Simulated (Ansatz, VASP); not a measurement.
One calculation of Cu3N, two programs

INCAR

```
SYSTEM = Cu3N
PREC = Accurate
ENCUT = 600
EDIFF = 1E-6
ISMEAR = -1
SIGMA = 0.02
LREAL = .False.
LASPH = .True.
NELM = 120
ALGO = Normal
ISIF = 2
LWAVE = .False.
LCHARG = .True.
LELF = .True.
LVHAR = .True.
NBANDS = 27
GGA_COMPAT = .False.
```

KPOINTS

```
regular mesh
0
Gamma
  6 6 6
  0 0 0
```

The input POSCAR:

```
Cu3N
1.0
    3.7893700930      0.0000000000      0.0000000000
    0.0000000000      3.7893700930      0.0000000000
    0.0000000000      0.0000000000      3.7893700930
Cu N
3 1
Direct
    0.5000000000      0.0000000000      0.0000000000
    0.0000000000      0.5000000000      0.0000000000
    0.0000000000      0.0000000000      0.5000000000
    0.0000000000      0.0000000000      0.0000000000
```

Input for Ansatz:

```yaml
crystal:
  lattice:
    - [3.789370093, 0.0, 0.0]
    - [0.0, 3.789370093, 0.0]
    - [0.0, 0.0, 3.789370093]
  atoms:
    - { symbol: Cu, position: [0.5, 0.0, 0.0] }
    - { symbol: Cu, position: [0.0, 0.5, 0.0] }
    - { symbol: Cu, position: [0.0, 0.0, 0.5] }
    - { symbol: "N", position: [0.0, 0.0, 0.0] }
kpoints:
  mp_grid: { grid: [6, 6, 6] }
  band_path:
    path:
      - [0.0, 0.0, 0.0]
      - [0.0, 0.5, 0.0]
      - [0.5, 0.5, 0.0]
      - [0.5, 0.5, 0.5]
      - [0.0, 0.5, 0.5]
      - [0.5, 0.5, 0.3]
    npoints: 1
hamiltonian:
  xc: lda
scf:
  occupations: { method: fermi_dirac, width: 0.02 }
  n_extra_bands: 5
output:
  forces: true
  stress: true
  eigenvalues: true
```

Alike in both runs: task single point; functional LDA; k mesh 6 × 6 × 6; occupations fermi-dirac, width 0.02 eV; no spin polarisation.

|  | VASP | Ansatz |
| --- | --- | --- |
| version | VASP 6.6.1 | Ansatz 0.2.0 |
| potentials or method | VASP PAW LDA potentials, release 64 (Cu, N) | plane waves, PAW |
| plane-wave cutoff (eV) | 600 | 420 |
| valence electrons in the cell | 38 | 62 |

Ansatz gave:

| Quantity | Value |
| --- | --- |
| pressure (GPa) | -7.0 |

Problem. Estimate VASP's values.

Solution. Pressure (GPa): -6.1.

LDA's correlation is that of Perdew and Zunger in VASP and of Perdew and Wang (1992) in Ansatz. VASP's potentials hold 38 valence electrons a cell and Ansatz's 62, so a difference there can come from the potentials and not from the codes.
